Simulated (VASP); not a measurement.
Input of a VASP 6.6.1 run:

The input INCAR:

```
SYSTEM = Ti3H
  PREC = Accurate
  ENCUT = 520
  EDIFF = 1E-6
  ISMEAR = 0
  SIGMA = 0.1
  LREAL = .False.
  LASPH = .True.
  NELM = 80
  ALGO = Normal
  ISIF = 2
  LWAVE = .False.
  LCHARG = .False.
  LDIPOL = .True.
  IDIPOL = 3
  DIPOL = 0.5 0.5 0.331
  GGA = PE
  NBANDS = 47
```

KPOINTS

```
regular mesh
0
Gamma
  6 6 1
  0 0 0
```

POSCAR

```
Ti3H
1.0
    4.6037402164      0.0000000000      0.0000000000
   -2.3018701082      3.9869559799      0.0000000000
    0.0000000000      0.0000000000     22.4968206792
Ti H
6 2
Direct
    0.6666666667      0.3333333333      0.1778029019
    0.3333333333      0.6666666667      0.2195747837
    0.0000000000      0.0000000000      0.2613466656
    0.6666666667      0.3333333333      0.2980472718
    0.3333333333      0.6666666667      0.3304570052
    0.0000000000      0.0000000000      0.3776898434
    0.4001898503      1.0000000000      0.4932617296
    0.5998101497      1.0000000000      0.4932617296
```

Potentials or basis: VASP PAW PBE potentials, release 64 (Ti_sv, H).

Launch:

```console
$ cat potpaw_PBE.64/Ti_sv/POTCAR potpaw_PBE.64/H/POTCAR > POTCAR
$ mpirun -np 1 vasp_std > vasp.out
```

Task: Estimate the band gap on the k mesh.

Result: Zero (bands 37 and 38 overlap by 0.23 eV).

Task: Estimate the largest force.

Result: 3.408 eV/Å.

Forces in eV/Å, atoms in the order of the input:
```
Ti   0.000  0.013  0.138
Ti   0.000 -0.033  0.501
Ti   0.000 -0.002 -0.531
Ti   0.000  0.024 -0.044
Ti   0.000  0.010 -0.038
Ti   0.000 -0.012 -0.140
H    3.408  0.000  0.057
H   -3.408  0.000  0.057
```
